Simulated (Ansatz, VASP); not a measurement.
## One calculation of Al4P, two programs

```
CELL_PARAMETERS angstrom
-3.03084 3.03084 2.84207
3.03084 -3.03084 2.84207
3.03084 3.03084 -2.84207
ATOMIC_POSITIONS crystal
Al 0.28073 0.28073 0.56146
Al 0.71927 0.71927 0.43854
Al 0.28073 0.71927 0.00000
Al 0.71927 0.28073 0.00000
P 0.00000 0.00000 0.00000
```

Alike in both runs: functional PBE; k mesh 4 × 4 × 4; occupations gaussian, width 0.1 eV; no spin polarisation.

Ansatz relaxed the structure, and its values are those at the end. VASP's run is a single point on that final structure, the one shown.

|  | VASP | Ansatz |
| --- | --- | --- |
| version | VASP 6.6.1 | Ansatz 0.2.0 |
| potentials or method | VASP PAW PBE potentials, release 64 (Al, P), cutoff 520 eV | scalar-relativistic, plane waves, PAW |
| valence electrons in the cell | 17 | 17 |

VASP gave:

| Item | Value |
| --- | --- |
| gap on the k mesh at the Fermi level (eV) | none |
| pressure (GPa) | 0.0 |

**Question.** Which values does Ansatz return?

**Answer.** gap on the k mesh at the Fermi level (eV): none; pressure (GPa): 0.1.

A gap of «none» marks a metal or a gap that the smearing closes.

The k mesh is coarse, so the values compare programs but aren't converged.
